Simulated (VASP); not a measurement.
Set up this calculation in VASP 6.6.1, as the native input.

```
Task                   : single point
Functional             : r2SCAN
Potentials or basis    : VASP PAW PBE potentials, release 64 (Pt)
Cutoff                 : 550 eV
k mesh                 : 15 × 15 × 4
Occupations            : fermi-dirac, width 0.1 eV
Spin                   : no spin polarisation
Dipole correction      : no
Further INCAR settings : ALGO = Normal; EDIFF = 1e-06; NBANDS = 28
```

Pt:

```
Pt
1.0
     2.68899    0.00000    0.00000
    -1.34450    2.32873    0.00000
     0.00000    0.00000    9.02644
Pt
4
Direct
  0.00000 0.00000 0.00000
  0.00000 0.00000 0.50000
  0.33333 0.66667 0.25000
  0.66667 0.33333 0.75000
```

This isn't the form of Pt at room conditions, which is fcc.

One way to write it, as run:

POSCAR

```
Pt
1.0
    2.6889901314      0.0000000000      0.0000000000
   -1.3444950657      2.3287337643      0.0000000000
    0.0000000000      0.0000000000      9.0264373917
Pt
4
Direct
    1.0000000000      1.0000000000      0.0000000000
    1.0000000000      1.0000000000      0.5000000000
    0.3333333333      0.6666666667      0.2500000000
    0.6666666667      0.3333333333      0.7500000000
```

INCAR.step1

```
SYSTEM = Pt
ALGO = Normal
EDIFF = 1E-5
ENCUT = 550
GGA = PE
GGA_COMPAT = .FALSE.
ISMEAR = -1
LASPH = .TRUE.
LCHARG = .FALSE.
LREAL = .FALSE.
LWAVE = .TRUE.
NBANDS = 28
NELM = 120
PREC = Accurate
SIGMA = 0.1
```

INCAR.step2

```
SYSTEM = Pt
ALGO = Normal
EDIFF = 1E-6
ENCUT = 550
GGA_COMPAT = .FALSE.
ISIF = 2
ISMEAR = -1
ISTART = 1
LASPH = .TRUE.
LCHARG = .FALSE.
LMIXTAU = .TRUE.
LREAL = .FALSE.
LWAVE = .FALSE.
METAGGA = R2SCAN
NBANDS = 28
NELM = 120
PREC = Accurate
SIGMA = 0.1
```

KPOINTS

```
k-points
0
G
  15 15 4
  0 0 0
```

Potentials or basis: VASP PAW PBE potentials, release 64 (Pt).

Run with:

```console
$ cat potpaw_PBE.64/Pt/POTCAR > POTCAR
$ cp INCAR.step1 INCAR
$ mpirun -np 1 vasp_std > vasp.out
$ cp INCAR.step2 INCAR
$ mpirun -np 1 vasp_std > vasp.out
```

It gave:

| Quantity | Value |
| --- | --- |
| Pressure | 29.1 GPa |
| Band gap on the k mesh | zero (bands 20 and 21 overlap by 1.62 eV) |

Caveat: the cell stands under pressure; the PAW data sets were made with another functional, which shifts forces and pressure a little; spin-orbit coupling is left out, which moves the levels of the heavy elements.

Run time: 11 min on 1 thread of Intel Xeon 8259CL, with other jobs on the host, peak memory 0.27 GiB.
